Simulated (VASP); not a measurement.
**BN: single point with PBE**

BN:

```
B N
1.0
     2.55458    0.00000    0.00000
    -1.27729    2.21233    0.00000
     0.00000    0.00000    4.22451
B N
2 2
Direct
  0.66667 0.33333 0.99981
  0.33333 0.66667 0.49981
  0.57859 0.33333 0.67845
  0.33333 0.66667 0.12519
```

This cell differs from its parent crystal: atom 3 (N) moved by (-0.225, +0.225) A along x and z.

```
Program             : VASP 6.6.1
Task                : single point
Functional          : PBE
Potentials or basis : VASP PAW PBE potentials, release 64 (B, N)
Cutoff              : 520 eV
k mesh              : 12 × 12 × 6
Occupations         : gaussian, width 0.05 eV
Spin                : no spin polarisation
```

```yaml
Pressure: 14.2 GPa
Largest_force: 9.888 eV/Å
Band_gap_on_the_k_mesh: 2.70 eV (least direct gap 6.42 eV)
```

Forces on the atoms (eV/Å):
```
B   -0.615  0.048  4.092
B   -1.890  0.933  2.210
N    2.562 -1.047 -9.493
N   -0.057  0.065  3.192
```

Stress tensor (GPa, compression positive):
```
11.83  0.14  2.47
 0.14  6.09 -1.87
 2.47 -1.87 24.80
```

Levels at points of the mesh, in eV from the valence-band top:
```
           k point  band 6  band 7  band 8  band 9  band 10  band 11
(0.00, 0.00, 0.00)   -2.56   -0.58    0.00    6.81     7.18     7.77
(0.50, 0.00, 0.00)   -5.97   -5.15   -2.43    4.32     5.52     7.97
(0.00, 0.50, 0.00)   -6.06   -5.56   -2.01    4.78     5.87     7.90
(0.50, 0.50, 0.00)   -6.70   -5.64   -1.86    5.55     7.07     7.99
(0.00, 0.00, 0.50)   -2.35   -1.92   -0.33    6.80     7.78     8.48
(0.50, 0.00, 0.50)   -5.13   -4.47   -3.71    4.57     5.56     8.22
(0.00, 0.50, 0.50)   -5.00   -4.44   -2.81    4.32     5.31     8.06
(0.50, 0.50, 0.50)   -4.95   -4.44   -3.02    4.95     5.51     8.23
```

Wall time 3.5 min on 1 thread of Intel Xeon 8259CL, with other jobs on the host, peak memory 0.24 GiB.

Caveat: the cell differs from its parent crystal (atom 3 (N) moved by (-0.225, +0.225) A along x and z); the cell stands under pressure; forces of over 1 eV/Å act on the atoms, so gaps and moduli don't describe the material at rest. A k mesh can miss the band edges.
